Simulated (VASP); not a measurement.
The system is PbSe.

```
CELL_PARAMETERS angstrom
5.17413 0.00000 0.00000
-2.58707 4.48093 0.00000
0.00000 0.00000 6.21328
ATOMIC_POSITIONS crystal
Pb 0.33333 0.66667 0.25000
Pb 0.66667 0.33333 0.75000
Se 0.66667 0.33333 0.25000
Se 0.33333 0.66667 0.75000
```

Base run:

```yaml
Program: VASP 6.6.1
Functional: PBE
Potentials_or_basis: VASP PAW PBE potentials, release 64 (Pb_d, Se)
Cutoff: 520 eV
k_mesh: 6 × 6 × 4
Occupations: gaussian, width 0.01 eV
Spin: no spin polarisation
```

Its results: band gap on the k mesh 1.16 eV, direct; pressure 0.8 GPa.

Question: The run is repeated on the same cell with these changes: functional from PBE to r2SCAN; further incar settings from ALGO = Normal; EDIFF = 1e-06; NBANDS = 28 to ALGO = Normal; EDIFF = 1e-07; NBANDS = 28. What comes out?

Answer: Band gap on the k mesh 1.48 eV, direct; pressure 0.0 GPa.

Caveats: spin-orbit coupling is left out, which moves the levels of the heavy elements; the PAW data sets were made with another functional, which shifts forces and pressure a little (some runs).

A k mesh can miss the band edges.
